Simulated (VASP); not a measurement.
# AlZn3 (Pm-3n) in VASP: notebook

The runs below take AlZn3 through single point, with PBE.

Program: VASP 6.6.1. These are calculated values, not measurements. Logs are shortened: lines on timing, memory, paths and dates and some standing lists are left out, and cuts for length are marked.

### 1 The cell of the first run

The structure is cubic, space group Pm-3n (No. 223). Conventional cell: a = 4.820 Å, b = 4.820 Å, c = 4.820 Å, α = 90.00°, β = 90.00°, γ = 90.00°. Within 3.6 Å of Al (site symmetry m-3) lie 12 Zn at 2.69 Å. Zn (site symmetry -4m2) has 10 Zn at 2.41 to 2.95 Å and 4 Al at 2.69 Å within 3.2 Å.

The cell was generated, and may not be a known phase.

### 2 Single point, PBE

INCAR reads:

```
SYSTEM = AlZn3
PREC = Accurate
ENCUT = 520
EDIFF = 1E-7
ISMEAR = 0
SIGMA = 0.1
LREAL = .FALSE.
LASPH = .TRUE.
NELM = 100
ALGO = Normal
ISIF = 2
LWAVE = .FALSE.
LCHARG = .FALSE.
GGA = PE
NBANDS = 49
```

KPOINTS reads:

```
regular mesh
0
G
  4 4 4
  0 0 0
```

POSCAR reads:

```
AlZn3
1.0
    4.8204468800      0.0000000000      0.0000000000
    0.0000000000      4.8204468800      0.0000000000
    0.0000000000      0.0000000000      4.8204468800
Al Zn
2 6
Direct
    0.0000000000      0.0000000000      0.0000000000
    0.5000000000      0.5000000000      0.5000000000
    0.2500000000      0.0000000000      0.5000000000
    0.5000000000      0.7500000000      0.0000000000
    0.7500000000      0.0000000000      0.5000000000
    0.5000000000      0.2500000000      0.0000000000
    0.0000000000      0.5000000000      0.7500000000
    0.0000000000      0.5000000000      0.2500000000
```

Potentials or basis: VASP PAW PBE potentials, release 64 (Al, Zn).

Launch:

```sh
$ cat potpaw_PBE.64/Al/POTCAR potpaw_PBE.64/Zn/POTCAR > POTCAR
$ mpirun -np 1 vasp_std > vasp.out
```

OUTCAR:

```text
SYSTEM = AlZn3
   PREC = Accurate
   ENCUT = 520
   EDIFF = 1E-7
   ISMEAR = 0
   LREAL = .FALSE.
   LASPH = .TRUE.
   NELM = 100
   ISIF = 2
   GGA = PE

 ion  position               nearest neighbor table
   1  0.000  0.000  0.000-   3 2.69   4 2.69   5 2.69   6 2.69   7 2.69   8 2.69   3 2.69   5 2.69
                             7 2.69   8 2.69   4 2.69   6 2.69
   2  0.500  0.500  0.500-   3 2.69   4 2.69   5 2.69   6 2.69   7 2.69   8 2.69   4 2.69   6 2.69
                             3 2.69   5 2.69   7 2.69   8 2.69
   3  0.250  0.000  0.500-   5 2.41   5 2.41   1 2.69   1 2.69   2 2.69   2 2.69   4 2.95   6 2.95
                             6 2.95   4 2.95   8 2.95   7 2.95   8 2.95   7 2.95
   4  0.500  0.750  0.000-   6 2.41   6 2.41   1 2.69   2 2.69   2 2.69   1 2.69   3 2.95   5 2.95
                             3 2.95   5 2.95   8 2.95   7 2.95   7 2.95   8 2.95
   5  0.750  0.000  0.500-   3 2.41   3 2.41   1 2.69   1 2.69   2 2.69   2 2.69   4 2.95   6 2.95
                             6 2.95   4 2.95   8 2.95   7 2.95   8 2.95   7 2.95
   6  0.500  0.250  0.000-   4 2.41   4 2.41   1 2.69   2 2.69   2 2.69   1 2.69   3 2.95   5 2.95
                             5 2.95   3 2.95   8 2.95   7 2.95   7 2.95   8 2.95
   7  0.000  0.500  0.750-   8 2.41   8 2.41   1 2.69   2 2.69   1 2.69   2 2.69   3 2.95   4 2.95
                             5 2.95   3 2.95   5 2.95   6 2.95   4 2.95   6 2.95
   8  0.000  0.500  0.250-   7 2.41   7 2.41   1 2.69   2 2.69   1 2.69   2 2.69   3 2.95   4 2.95
                             5 2.95   3 2.95   5 2.95   6 2.95   4 2.95   6 2.95

  LATTYP: Found a simple cubic cell.
 ALAT       =     4.8204468800

  Lattice vectors:

 A1 = (   4.8204468800,   0.0000000000,   0.0000000000)
 A2 = (   0.0000000000,   4.8204468800,   0.0000000000)
 A3 = (   0.0000000000,   0.0000000000,   4.8204468800)

Analysis of symmetry for initial positions (statically):
=====================================================================
 Subroutine PRICEL returns:
 Original cell was already a primitive cell.

 Routine SETGRP: Setting up the symmetry group for a
 simple cubic supercell.

 Subroutine GETGRP returns: Found 48 space group operations
 (whereof 24 operations were pure point group operations)
 out of a pool of 48 trial point group operations.

The static configuration has the point symmetry T_h .
 The point group associated with its full space group is O_h .

Analysis of symmetry for dynamics (positions and initial velocities):
=====================================================================
 Subroutine PRICEL returns:
 Original cell was already a primitive cell.

 Routine SETGRP: Setting up the symmetry group for a
 simple cubic supercell.

 Subroutine GETGRP returns: Found 48 space group operations
[... 111 lines left out ...]
   PSTRESS=    0.0 pullay stress
   NELECT =      78.0000    total number of electrons
   NUPDOWN=      -1.0000    fix difference up-down
   EMIN   =  10.00;   EMAX   =-10.00  energy-range for DOS
   EFERMI =   0.00;   METHOD = LEGACY
   ISMEAR =     0;   SIGMA  =   0.10  broadening in eV -4-tet -1-fermi 0-gaus
   EFERMI_NEDOS =   21; number of points for ismear=-14 and -15
   IALGO  =     38    algorithm
   IMIX   =      4    mixing-type and parameters
     AMIX     =   0.40;   BMIX     =  1.00
     AMIX_MAG =   1.60;   BMIX_MAG =  1.00
  volume/ion in A,a.u.               =      14.00        94.49
  Fermi-wavevector in a.u.,A,eV,Ry     =   1.451061  2.742108 28.648136  2.105579
  Thomas-Fermi vector in A             =   2.568602
   LORBIT       =      0    0 simple, 1 ext, 2 COOP (PROOUT), +10 PAW based schemes
   GGA     = PE    functional components
   LHFCALC =     F    Hartree Fock is set to
   AEXX    =    0.0000 exact exchange contribution
   IVDW    =     0    specifies the selected vdW correction
   LEPSILON=     F    determine dielectric tensor
   LRPA    =     F    only Hartree local field effects (RPA)
 non-spin polarized calculation
 Gauss-broadening in eV      SIGMA  =   0.10
  energy-cutoff  :      520.00
  volume of cell :      112.01
 maximum number of plane-waves:      3031
 NGX is ok and might be reduce to    36
   NGX = 17   NGY = 17   NGZ = 17

 number of electron      78.0000212 magnetization

 Free energy of the ion-electron system (eV)
  ---------------------------------------------------
  ext. energy  EPLUGINS =         0.00000000
  ---------------------------------------------------
  free energy    TOTEN  =       -12.83878456 eV

  energy without entropy =      -12.82137539  energy(sigma->0) =      -12.83007997

 E-fermi :   5.5266     XC(G=0): -11.6962

 val. band max:        5.5226451953   @ k =   0.2500   0.2500   0.0000
 cond. band min:       5.5717283925   @ k =   0.5000   0.5000   0.0000
 fundamental gap:      0.0490831972
 Fermi energy:         5.5265577659

 k-point     1 :       0.0000    0.0000    0.0000
  band No.  band energies     occupation
      1      -6.1459      2.00000
      2      -3.5300      2.00000
      3      -3.5300      2.00000
      4      -3.3524      2.00000
      5      -3.3086      2.00000
      6      -3.2256      2.00000
[... 509 lines left out ...]
     48      11.5682      0.00000
     49      12.4924      0.00000

------------------------ aborting loop because EDIFF is reached ----------------------------------------

  FORCE on cell =-STRESS in cart. coord.  units (eV):
  Direction    XX          YY          ZZ          XY          YZ          ZX
  --------------------------------------------------------------------------------------
  -------------------------------------------------------------------------------------
  Total        9.3369378      9.3369378      9.3369378     -0.0000000      0.0000000     -0.0000000
  in kB      133.5528449    133.5528449    133.5528449     -0.0000000      0.0000000     -0.0000000
  external PRESSURE =     133.5528449 kB  Pullay stress =       0.0000000 kB

 VOLUME and BASIS-vectors are now :
 -----------------------------------------------------------------------------
  energy-cutoff  :      520.00
  volume of cell :      112.01
      direct lattice vectors                 reciprocal lattice vectors
     4.820446880  0.000000000  0.000000000     0.207449646  0.000000000  0.000000000
     0.000000000  4.820446880  0.000000000     0.000000000  0.207449646  0.000000000
     0.000000000  0.000000000  4.820446880     0.000000000  0.000000000  0.207449646

 POSITION                                       TOTAL-FORCE (eV/Angst)
 -----------------------------------------------------------------------------------
      0.00000      0.00000      0.00000        -0.000000      0.000000      0.000000
      2.41022      2.41022      2.41022        -0.000000      0.000000      0.000000
      1.20511      0.00000      2.41022         0.000000      0.000000      0.000000
      2.41022      3.61534      0.00000         0.000000     -0.000000     -0.000000
      3.61534      0.00000      2.41022        -0.000000      0.000000     -0.000000
      2.41022      1.20511      0.00000        -0.000000      0.000000      0.000000
      0.00000      2.41022      3.61534        -0.000000      0.000000     -0.000000
      0.00000      2.41022      1.20511         0.000000     -0.000000      0.000000
 -----------------------------------------------------------------------------------
    total drift:                                0.000000      0.000000     -0.000000

  FREE ENERGIE OF THE ION-ELECTRON SYSTEM (eV)
  ---------------------------------------------------
  free  energy   TOTEN  =       -12.8387845583 eV

  energy  without entropy=      -12.8213753867  energy(sigma->0) =      -12.83007997
```

Run time: 38 s. Hardware: 1 thread of AMD EPYC 9R45 (Zen 5), shared host; peak memory 0.18 GiB.

Results:

```yaml
Free_energy: -12.8388 eV
Pressure: 13.4 GPa
Band_gap_on_the_k_mesh: zero (bands 39 and 40 overlap by 7.99 eV)
```

Levels at points of the mesh, in eV from the Fermi level:
```csv
k point,band 36,band 37,band 38,band 39,band 40,band 41
"(0.00, 0.00, 0.00)",-4.47,-4.03,0.93,0.93,1.25,1.25
"(0.50, 0.00, 0.00)",-3.38,-2.33,-2.33,-2.24,-2.24,2.85
"(0.50, 0.50, 0.00)",-1.67,-1.67,-1.47,-0.95,-0.75,-0.75
"(0.50, 0.50, 0.50)",-6.05,-5.74,-5.74,5.75,5.75,5.75
```

Caveat: the cell stands under pressure.

### 3 Single point, PBE

This run uses another cell than the first one, of 15.98 Å³/atom.

INCAR reads:

```
SYSTEM = AlZn3
PREC = Accurate ; ENCUT = 520
EDIFF = 1E-7 ; ISMEAR = 0
SIGMA = 0.1 ; LREAL = .False.
LASPH = .True. ; NELM = 60
ALGO = Fast ; ISIF = 2
LWAVE = .False. ; LCHARG = .True.
GGA = PE ; LELF = .True.
LVHAR = .True. ; NBANDS = 49
```

KPOINTS reads:

```
Automatic mesh
0
Gamma
  4 4 4
  0 0 0
```

POSCAR: that of step 2 with these lines changed.

```diff
@@ -2,5 +2,5 @@
 1.0
-    4.8204468800      0.0000000000      0.0000000000
-    0.0000000000      4.8204468800      0.0000000000
-    0.0000000000      0.0000000000      4.8204468800
+    5.0375924976      0.0000000000      0.0000000000
+    0.0000000000      5.0375924976      0.0000000000
+    0.0000000000      0.0000000000      5.0375924976
 Al Zn
```

Potentials or basis: VASP PAW PBE potentials, release 64 (Al, Zn).

Launch:

```sh
$ cat potpaw_PBE.64/Al/POTCAR potpaw_PBE.64/Zn/POTCAR > POTCAR
$ mpirun -np 1 vasp_std > vasp.out
```

OUTCAR:

```text
SYSTEM = AlZn3
   PREC = Accurate
   ENCUT = 520
   EDIFF = 1E-7
   ISMEAR = 0
   LREAL = .False.
   LASPH = .True.
   NELM = 60
   ISIF = 2
   GGA = PE

 ion  position               nearest neighbor table
   1  0.000  0.000  0.000-   3 2.82   4 2.82   5 2.82   6 2.82   7 2.82   8 2.82   3 2.82   5 2.82
                             7 2.82   8 2.82   4 2.82   6 2.82
   2  0.500  0.500  0.500-   3 2.82   4 2.82   5 2.82   6 2.82   7 2.82   8 2.82   4 2.82   6 2.82
                             3 2.82   5 2.82   7 2.82   8 2.82
   3  0.250  0.000  0.500-   5 2.52   5 2.52   1 2.82   1 2.82   2 2.82   2 2.82
   4  0.500  0.750  0.000-   6 2.52   6 2.52   1 2.82   2 2.82   2 2.82   1 2.82
   5  0.750  0.000  0.500-   3 2.52   3 2.52   1 2.82   1 2.82   2 2.82   2 2.82
   6  0.500  0.250  0.000-   4 2.52   4 2.52   1 2.82   2 2.82   2 2.82   1 2.82
   7  0.000  0.500  0.750-   8 2.52   8 2.52   1 2.82   2 2.82   1 2.82   2 2.82
   8  0.000  0.500  0.250-   7 2.52   7 2.52   1 2.82   2 2.82   1 2.82   2 2.82

  LATTYP: Found a simple cubic cell.
 ALAT       =     5.0375924976

  Lattice vectors:

 A1 = (   5.0375924976,   0.0000000000,   0.0000000000)
 A2 = (   0.0000000000,   5.0375924976,   0.0000000000)
 A3 = (   0.0000000000,   0.0000000000,   5.0375924976)

Analysis of symmetry for initial positions (statically):
=====================================================================
 Subroutine PRICEL returns:
 Original cell was already a primitive cell.

 Routine SETGRP: Setting up the symmetry group for a
 simple cubic supercell.

 Subroutine GETGRP returns: Found 48 space group operations
 (whereof 24 operations were pure point group operations)
 out of a pool of 48 trial point group operations.

The static configuration has the point symmetry T_h .
 The point group associated with its full space group is O_h .

Analysis of symmetry for dynamics (positions and initial velocities):
[... 134 lines left out ...]
   GGA     = PE    functional components
   LHFCALC =     F    Hartree Fock is set to
   AEXX    =    0.0000 exact exchange contribution
   IVDW    =     0    specifies the selected vdW correction
   LEPSILON=     F    determine dielectric tensor
   LRPA    =     F    only Hartree local field effects (RPA)
 non-spin polarized calculation
 RMM-DIIS sequential band-by-band and
 Gauss-broadening in eV      SIGMA  =   0.10
  energy-cutoff  :      520.00
  volume of cell :      127.84
 maximum number of plane-waves:      3468
 NGX is ok and might be reduce to    40
   NGX = 19   NGY = 19   NGZ = 19

 number of electron      78.0000145 magnetization

 Free energy of the ion-electron system (eV)
  ---------------------------------------------------
  ext. energy  EPLUGINS =         0.00000000
  ---------------------------------------------------
  free energy    TOTEN  =       -13.43339046 eV

  energy without entropy =      -13.42108602  energy(sigma->0) =      -13.42723824

 E-fermi :   4.1849     XC(G=0): -11.0538

 val. band max:        4.1570205947   @ k =   0.2500   0.2500   0.0000
 cond. band min:       4.2667451860   @ k =   0.5000   0.5000   0.0000
 fundamental gap:      0.1097245912
 Fermi energy:         4.1849280707

 k-point     1 :       0.0000    0.0000    0.0000
  band No.  band energies     occupation
      1      -6.2032      2.00000
      2      -4.0801      2.00000
      3      -4.0801      2.00000
      4      -3.9178      2.00000
      5      -3.9174      2.00000
      6      -3.8281      2.00000
[... 509 lines left out ...]
     48       9.8850      0.00000
     49      10.7198      0.00000

------------------------ aborting loop because EDIFF is reached ----------------------------------------

  FORCE on cell =-STRESS in cart. coord.  units (eV):
  Direction    XX          YY          ZZ          XY          YZ          ZX
  --------------------------------------------------------------------------------------
  -------------------------------------------------------------------------------------
  Total        0.2903783      0.2903783      0.2903783      0.0000000      0.0000000      0.0000000
  in kB        3.6391976      3.6391976      3.6391976      0.0000000      0.0000000      0.0000000
  external PRESSURE =       3.6391976 kB  Pullay stress =       0.0000000 kB

 VOLUME and BASIS-vectors are now :
 -----------------------------------------------------------------------------
  energy-cutoff  :      520.00
  volume of cell :      127.84
      direct lattice vectors                 reciprocal lattice vectors
     5.037592498  0.000000000  0.000000000     0.198507521  0.000000000  0.000000000
     0.000000000  5.037592498  0.000000000     0.000000000  0.198507521  0.000000000
     0.000000000  0.000000000  5.037592498     0.000000000  0.000000000  0.198507521

 POSITION                                       TOTAL-FORCE (eV/Angst)
 -----------------------------------------------------------------------------------
      0.00000      0.00000      0.00000        -0.000000     -0.000000      0.000000
      2.51880      2.51880      2.51880        -0.000000     -0.000000      0.000000
      1.25940      0.00000      2.51880        -0.000000     -0.000000     -0.000000
      2.51880      3.77819      0.00000        -0.000000     -0.000000     -0.000000
      3.77819      0.00000      2.51880         0.000000      0.000000     -0.000000
      2.51880      1.25940      0.00000         0.000000      0.000000      0.000000
      0.00000      2.51880      3.77819        -0.000000      0.000000      0.000000
      0.00000      2.51880      1.25940         0.000000      0.000000      0.000000
 -----------------------------------------------------------------------------------
    total drift:                               -0.000000     -0.000000      0.000000

  FREE ENERGIE OF THE ION-ELECTRON SYSTEM (eV)
  ---------------------------------------------------
  free  energy   TOTEN  =       -13.4333904630 eV

  energy  without entropy=      -13.4210860232  energy(sigma->0) =      -13.42723824
```

OSZICAR:

```text
N       E                     dE             d eps       ncg     rms          rms(c)
DAV:   1     0.536800844930E+03    0.53680E+03   -0.35955E+04   980   0.223E+03
DAV:   2     0.333243827421E+02   -0.50348E+03   -0.48771E+03   980   0.459E+02
DAV:   3    -0.132808684345E+02   -0.46605E+02   -0.45200E+02  1057   0.140E+02
DAV:   4    -0.144016511332E+02   -0.11208E+01   -0.11177E+01  1093   0.221E+01
DAV:   5    -0.144193214334E+02   -0.17670E-01   -0.17668E-01  1237   0.225E+00    0.751E+00
RMM:   6    -0.135140740640E+02    0.90525E+00   -0.50206E+00  1040   0.169E+01    0.627E+00
RMM:   7    -0.134578063039E+02    0.56268E-01   -0.27721E-01  1119   0.490E+00    0.294E+00
RMM:   8    -0.134344751542E+02    0.23331E-01   -0.54172E-02  1076   0.991E-01    0.437E-01
RMM:   9    -0.134336359044E+02    0.83925E-03   -0.10468E-02  1080   0.885E-01    0.326E-01
RMM:  10    -0.134333527476E+02    0.28316E-03   -0.19394E-03  1129   0.329E-01    0.709E-02
RMM:  11    -0.134333891947E+02   -0.36447E-04   -0.33929E-04  1127   0.104E-01    0.687E-02
RMM:  12    -0.134333872833E+02    0.19115E-05   -0.87221E-05  1080   0.666E-02    0.122E-02
RMM:  13    -0.134333903759E+02   -0.30926E-05   -0.29959E-05  1209   0.272E-02    0.212E-02
RMM:  14    -0.134333902737E+02    0.10220E-06   -0.45130E-06  1110   0.147E-02    0.203E-02
RMM:  15    -0.134333907008E+02   -0.42717E-06   -0.17590E-06  1079   0.897E-03    0.183E-02
RMM:  16    -0.134333904808E+02    0.22004E-06   -0.57093E-07   882   0.589E-03    0.176E-02
RMM:  17    -0.134333904630E+02    0.17835E-07   -0.21793E-07   641   0.236E-03
   1 F= -.13433390E+02 E0= -.13427238E+02  d E =-.123044E-01
```

It took 52 s on 1 thread of AMD EPYC 9R45 (Zen 5), shared host; peak memory 0.22 GiB.

Results:

```
Free energy            : -13.4334 eV
Pressure               : 0.4 GPa
Band gap on the k mesh : zero (bands 39 and 40 overlap by 7.57 eV)
```

Levels at points of the mesh, in eV from the Fermi level:
```tsv
k point	band 34	band 35	band 36	band 37	band 38	band 39	band 40	band 41	band 42	band 43
(0.00, 0.00, 0.00)	-3.84	-3.84	-3.84	-3.81	1.04	1.04	1.35	1.35	1.35	2.28
(0.50, 0.00, 0.00)	-2.96	-2.65	-2.65	-2.21	-2.21	-1.89	-1.89	2.76	2.76	3.37
(0.50, 0.50, 0.00)	-6.55	-1.86	-1.33	-1.21	-1.21	-0.73	-0.73	-0.42	0.08	4.68
(0.50, 0.50, 0.50)	-5.40	-5.40	-5.40	-5.26	-5.26	5.68	5.68	5.68	5.68	5.70
```

(Part 1 of 2 ends here.)

The gap in the log of VASP goes by the Fermi energy; the results here count the filled bands.